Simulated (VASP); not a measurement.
Runs of VASP 6.6.1 on Al3GaN4. The structure is that of space group Cmm2 (No. 35), or close to it. The cells are those of the table. 

| cell | gap on the mesh (eV) | pressure (GPa) | largest force (eV/Å) |
| --- | --- | --- | --- |
| a = 4.407, b = 4.407, c = 9.564 Å, 16 atoms | none | (b) | 4.52 |
| a = 4.407, b = 4.407, c = 10.314 Å, 16 atoms | none | -4.7 | 2.14 |
| a = 4.407, b = 4.407, c = 11.814 Å, 16 atoms | none | (a) | 1.95 |
| a = 4.407, b = 4.407, c = 8.514 Å, 16 atoms | 2.87 | (c) | 4.19 |
| a = 4.407, b = 4.407, c = 13.314 Å, 16 atoms | none | -1.5 | 1.94 |
| a = 4.407, b = 4.407, c = 9.814 Å, 16 atoms | none | -6.7 | 3.61 |
| a = 4.407, b = 4.407, c = 10.814 Å, 16 atoms | none | -3.3 | 2.11 |

Alike in all rows: task single point; level PBEsol; potentials or basis VASP PAW PBE potentials, release 64 (Al, Ga_d, N); no spin polarisation; k mesh 5 × 5 × 3; cutoff (eV) 520; smearing gaussian 0.05 eV.

Question: Fill in the values left out.

Answer: (a) -1.9; (b) -7.0; (c) 8.6.

Caveats: the PAW data sets were made with another functional, which shifts forces and pressure a little; semilocal functionals underestimate gaps, and a narrow one can read as zero (at least some runs); the stress differs along the axes, from -18 to -2 GPa (at least some runs); the stress differs along the axes, from -13 to -1 GPa (at least some runs); the cell stands under pressure (at least some runs); the stress differs along the axes, from -18 to -1 GPa (at least some runs); the stress differs along the axes, from -8 to -1 GPa (at least some runs).

A k mesh can miss the band edges, and the runs leave out spin-orbit coupling on Ga.

A gap of «none» marks levels without a gap at the run's occupations.
